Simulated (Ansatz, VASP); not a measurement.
One calculation of Te2Mo, two programs

```
Te Mo
1.0
     3.56368    0.00000    0.00000
    -1.78184    3.08624    0.00000
     0.00000    0.00000   14.71971
Te Mo
4 2
Direct
  0.33333 0.66667 0.62844
  0.66667 0.33333 0.12844
  0.33333 0.66667 0.87156
  0.66667 0.33333 0.37156
  0.33333 0.66667 0.25000
  0.66667 0.33333 0.75000
```

Alike in both runs: task single point; functional r2SCAN; k mesh 8 × 8 × 2; occupations gaussian, width 0.05 eV; collinear spin.

|  | VASP | Ansatz |
| --- | --- | --- |
| version | VASP 6.6.1 | Ansatz 0.2.0 |
| potentials or method | VASP PAW PBE potentials, release 64 (Te, Mo_sv), cutoff 520 eV | scalar-relativistic, plane waves, PAW |
| valence electrons in the cell | 52 | 92 |

VASP gave:

* pressure (GPa): 0.1
* traceless stress, the component that is largest in VASP (GPa): 0.08
* rms of the force components (eV/Å): 0.013
* net moment per atom (μB): 0.00

Question: Which values does Ansatz return?

Answer: Pressure (GPa): 0.0; traceless stress, the component that is largest in VASP (GPa): 0.02; rms of the force components (eV/Å): 0.001; net moment per atom (μB): 0.00.

VASP's potentials were made for PBE, not for r2SCAN. Atom by atom the forces differ by 0.012 eV/Å (rms over components). VASP's potentials hold 52 valence electrons a cell and Ansatz's 92, so a difference there can come from the potentials and not from the codes. Ansatz's warnings: seeded moment not kept, stability check not made.

Spin-orbit coupling is off throughout.
